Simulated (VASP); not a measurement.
Input of a VASP 6.6.1 run:

File INCAR:

```
SYSTEM = LuHfF
PREC = Accurate
ENCUT = 520
EDIFF = 1E-6
ISMEAR = 0
SIGMA = 0.1
LREAL = .False.
LASPH = .True.
NELM = 100
ALGO = Normal
ISIF = 2
LWAVE = .False.
LCHARG = .False.
GGA = PE
NBANDS = 28
```

KPOINTS

```
Automatic mesh
0
Gamma
  6 6 4
  0 0 0
```

POSCAR

```
LuHfF
1.0
    3.6735832464      0.0000000000      0.0000000000
   -1.8367916232      3.1814164143      0.0000000000
    0.0000000000      0.0000000000      5.7982024807
Lu Hf F
1 1 1
Direct
    0.0000000000      0.0000000000      0.0000000000
    0.3333333333      0.6666666667      0.5000000000
    0.6666666667      0.3333333333      0.5000000000
```

Potentials or basis: VASP PAW PBE potentials, release 64 (Lu, Hf_pv, F).

Run with:

```sh
$ cat potpaw_PBE.64/Lu/POTCAR potpaw_PBE.64/Hf_pv/POTCAR potpaw_PBE.64/F/POTCAR > POTCAR
$ mpirun -np 1 vasp_std > vasp.out
```

Task: Predict the band gap on the k mesh.

Result: Zero (band 21 reaches 4.24 eV, above the bottom of band 22 at 3.24 eV).

Task: Estimate the pressure.

Result: -0.9 GPa.

Stress tensor (GPa, compression positive):
```
-1.20  0.00  0.00
 0.00 -1.20  0.00
 0.00  0.00 -0.20
```

Caveat: spin-orbit coupling is left out, which moves the levels of the heavy elements.
